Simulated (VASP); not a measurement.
Set up this calculation in VASP 6.6.1, as the native input.

```
Task                   : single point
Functional             : PBE
Potentials or basis    : VASP PAW PBE potentials, release 64 (Cs_sv, V_sv)
Cutoff                 : 520 eV
k mesh                 : 4 × 4 × 4
Occupations            : gaussian, width 0.1 eV
Spin                   : collinear spin, ferromagnetic start
Starting moments       : [0.24, 3.9] μB
Dipole correction      : no
Further INCAR settings : ALGO = Normal; EDIFF = 1e-07; NBANDS = 22
```

The structure of CsV lies in POSCAR:

```
CsV
1.0
    4.4178733423      0.0000000000      0.0000000000
    0.0000000000      4.4178733423      0.0000000000
    0.0000000000      0.0000000000      4.4178733423
Cs V
1 1
Direct
    0.0000000000      0.0000000000      0.0000000000
    0.5000000000      0.5000000000      0.5000000000
```

One way to write it, as run:

INCAR

```
ALGO = Normal
EDIFF = 1E-7
ENCUT = 520
GGA = PE
ISIF = 2
ISMEAR = 0
ISPIN = 2
LASPH = T
LCHARG = F
LMAXMIX = 4
LORBIT = 11
LREAL = F
LWAVE = F
MAGMOM = 0.24 3.9
NBANDS = 22
NELM = 150
PREC = Accurate
SIGMA = 0.1
```

KPOINTS

```
k-points
0
Gamma
  4 4 4
```

Potentials or basis: VASP PAW PBE potentials, release 64 (Cs_sv, V_sv).

Run with:

```console
$ cat potpaw_PBE.64/Cs_sv/POTCAR potpaw_PBE.64/V_sv/POTCAR > POTCAR
$ mpirun -np 1 vasp_std > vasp.out
```

Results of the run:

The pressure is 0.2 GPa, the net moment is 4.60 μB per cell and the site moments are Cs +0.08; V +3.21 μB. The valence electrons inside the program's atomic spheres are Cs 6.57; V 11.38.

Wall time 19 s on 1 thread of Intel(R) Xeon(R) 6975P-C (Granite Rapids) (shared host), peak memory 0.24 GiB.
